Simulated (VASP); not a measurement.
MnOsC4N4, 10 atoms in the cell. The structure is cubic, space group P-43m (No. 215). The conventional cell has a = 5.846 Å, b = 5.846 Å, c = 5.846 Å, α = 90.00°, β = 90.00°, γ = 90.00°. Mn (site symmetry -43m) has 4 N at 1.95 Å within 2.6 Å. Os (site symmetry -43m) has 4 C at 1.93 Å within 2.6 Å. C (site symmetry 3m) has 1 N at 1.19 Å within 1.6 Å. Within 1.6 Å of N (site symmetry 3m) lie 1 C at 1.19 Å. 

| Property | Result |
| --- | --- |
| Program | VASP 6.6.1 |
| Task | single point |
| Functional | PBE |
| Potentials or basis | VASP PAW PBE potentials, release 64 (Mn_pv, Os, C, N) |
| Cutoff | 520 eV |
| k mesh | 4 × 4 × 4 |
| Occupations | gaussian, width 0.1 eV |
| Spin | collinear spin, ferromagnetic start |
| Starting moments | [4.0, 1.0, 0.0, 0.0, 0.0, 0.0, 0.0, 0.0, 0.0, 0.0] μB |
| Dipole correction | no |
| Further INCAR settings | ALGO = Normal; EDIFF = 1e-07; NBANDS = 44 |

Potentials or basis: VASP PAW PBE potentials, release 64 (Mn_pv, Os, C, N).

Command:

```bash
$ cat potpaw_PBE.64/Mn_pv/POTCAR potpaw_PBE.64/Os/POTCAR potpaw_PBE.64/C/POTCAR potpaw_PBE.64/N/POTCAR > POTCAR
$ mpirun -np 1 vasp_std > vasp.out
```

Hardware: 1 thread of Intel Xeon 8259CL (shared host).

**Question.** Estimate the wall time of this run.

**Answer.** It took 11 min on 1 thread of Intel Xeon 8259CL, with other jobs on the host, peak memory 0.49 GiB. Counts: scf iterations 30, k points 10.
